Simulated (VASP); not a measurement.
Wanted: the native input for a VASP 6.6.1 run.

| Property | Result |
| --- | --- |
| Task | single point |
| Functional | PBEsol |
| Potentials or basis | VASP PAW PBE potentials, release 64 (Pt, Se) |
| Cutoff | 520 eV |
| k mesh | 13 × 13 × 13 |
| Occupations | fermi-dirac, width 0.1 eV |
| Spin | no spin polarisation |
| Dipole correction | no |
| Further INCAR settings | ALGO = Normal; EDIFF = 1e-06; NBANDS = 15 |

The structure of PtSe (zincblende type) lies in POSCAR:

```
PtSe
1.0
    0.0000000000      2.6899263750      2.6899263750
    2.6899263750      0.0000000000      2.6899263750
    2.6899263750      2.6899263750      0.0000000000
Pt Se
1 1
Direct
    0.0000000000      0.0000000000      0.0000000000
    0.2500000000      0.2500000000      0.2500000000
```

This cell differs from its parent crystal: volume scaled by 0.88.

One way to write it, as run:

INCAR

```
ALGO     = Normal         # electronic algorithm
EDIFF    = 1E-6           # SCF threshold, eV
ENCUT    = 520            # plane-wave cutoff, eV
GGA      = PS             # functional
ISIF     = 2              # what is computed and relaxed
ISMEAR   = -1             # smearing method
LASPH    = True           # aspherical terms in the spheres
LCHARG   = True           # write CHGCAR
LELF     = True           # ELF
LREAL    = False          # projectors in reciprocal space
LVHAR    = True         
LWAVE    = False          # write WAVECAR
NBANDS   = 15             # bands
NELM     = 80             # most SCF steps
PREC     = Accurate       # precision mode
SIGMA    = 0.1            # smearing width, eV
```

KPOINTS

```
k-points
0
Gamma
  13 13 13
```

Potentials or basis: VASP PAW PBE potentials, release 64 (Pt, Se).

Launch:

```console
$ cat potpaw_PBE.64/Pt/POTCAR potpaw_PBE.64/Se/POTCAR > POTCAR
$ mpirun -np 1 vasp_std > vasp.out
```

Results of the run:

```json
{
 "Pressure": "20.0 GPa",
 "Band gap on the k mesh": "zero (band 8 reaches 10.13 eV, above the bottom of band 9 at 5.47 eV)"
}
```

Caveat: the PAW data sets were made with another functional, which shifts forces and pressure a little; spin-orbit coupling is left out, which moves the levels of the heavy elements.

It took 19 s on 1 thread of Intel(R) Xeon(R) 6975P-C (Granite Rapids) (shared host), peak memory 0.19 GiB.
